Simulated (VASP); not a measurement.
Input of a VASP 6.6.1 run:

File INCAR:

```
SYSTEM = Y3Zr2F
PREC = Accurate ; ENCUT = 600
EDIFF = 1E-6 ; ISMEAR = 0
SIGMA = 0.1 ; LREAL = .False.
LASPH = .True. ; NELM = 80
ALGO = Normal ; ISIF = 3
LWAVE = .False. ; LCHARG = .False.
GGA = PE ; IBRION = 2
NSW = 90 ; EDIFFG = -0.04
```

Contents of KPOINTS:

```
regular mesh
0
Gamma
  6 6 6
  0 0 0
```

File POSCAR:

```
Y3Zr2F
1.0
    2.8614642900      1.6520671800      4.6028265200
   -2.8614642900      1.6520671800      4.6028265200
    0.0000000000     -3.3041343600      4.6028265200
Y Zr F
3 2 1
Direct
    0.0000000000      0.5000000000      0.0000000000
    0.5000000000      0.0000000000      0.0000000000
    0.0000000000      0.0000000000      0.5000000000
    0.6289240100      0.6289240100      0.6289240100
    0.3710759900      0.3710759900      0.3710759900
    0.0000000000      0.0000000000      0.0000000000
```

Potentials or basis: VASP PAW PBE potentials, release 64 (Y_sv, Zr_sv, F).

Launch:

```console
$ cat potpaw_PBE.64/Y_sv/POTCAR potpaw_PBE.64/Zr_sv/POTCAR potpaw_PBE.64/F/POTCAR > POTCAR
$ mpirun -np 1 vasp_std > vasp.out
```

Predict the relaxed volume.

24.58 Å³/atom.

What does it give for the relaxed cell?

a = 5.378 Å, b = 5.378 Å, c = 5.378 Å, α = 78.68°, β = 78.68°, γ = 78.68°.

What does it give for the band gap on the k mesh?

Zero (bands 32 and 33 overlap by 0.55 eV).

What does it give for the space group after relaxing (to 0.1 Å)?

R-3m (No. 166).

Final structure:
```
Y Zr F
1.0
     3.40901    1.96820    3.66372
    -3.40901    1.96820    3.66372
     0.00000   -3.93639    3.66372
Y Zr F
3 2 1
Direct
  0.00000 0.50000 0.00000
  0.50000 0.00000 0.00000
  0.00000 0.00000 0.50000
  0.61319 0.61319 0.61319
  0.38681 0.38681 0.38681
  0.00000 0.00000 0.00000
```
